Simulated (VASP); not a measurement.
Here is a VASP 6.6.1 calculation.

The input INCAR:

```
PREC     = Accurate       # precision mode
ENCUT    = 520            # plane-wave cutoff, eV
EDIFF    = 1E-6           # SCF threshold, eV
ISMEAR   = 0              # smearing method
SIGMA    = 0.1            # smearing width, eV
LREAL    = False          # projectors in reciprocal space
LASPH    = True           # aspherical terms in the spheres
NELM     = 60             # most SCF steps
ALGO     = Fast           # electronic algorithm
ISIF     = 2              # what is computed and relaxed
LWAVE    = False          # write WAVECAR
LCHARG   = False          # write CHGCAR
GGA      = PE             # functional
NBANDS   = 28             # bands
```

File KPOINTS:

```
Automatic mesh
0
Gamma
  20 20 20
```

Contents of POSCAR:

```
Mo2W
1.0
   -1.5835342045      1.5835342045      4.7558979827
    1.5835342045     -1.5835342045      4.7558979827
    1.5835342045      1.5835342045     -4.7558979827
Mo W
2 1
Direct
    0.6666514369      0.6666514369      0.0000000000
    0.3333485631      0.3333485631      0.0000000000
    0.0000000000      0.0000000000      0.0000000000
```

Potentials or basis: VASP PAW PBE potentials, release 64 (Mo_sv, W_sv).

Command:

```bash
$ cat potpaw_PBE.64/Mo_sv/POTCAR potpaw_PBE.64/W_sv/POTCAR > POTCAR
$ mpirun -np 1 vasp_std > vasp.out
```

What does it give for the band gap on the k mesh?

Zero (bands 21 and 22 overlap by 2.31 eV).

Predict the pressure.

0.5 GPa.

Predict the largest force.

0.009 eV/Å.

Forces on the atoms (eV/Å):
```
Mo   0.000  0.000  0.009
Mo   0.000  0.000 -0.009
W    0.000  0.000  0.000
```

Caveat: spin-orbit coupling is left out, which moves the levels of the heavy elements.
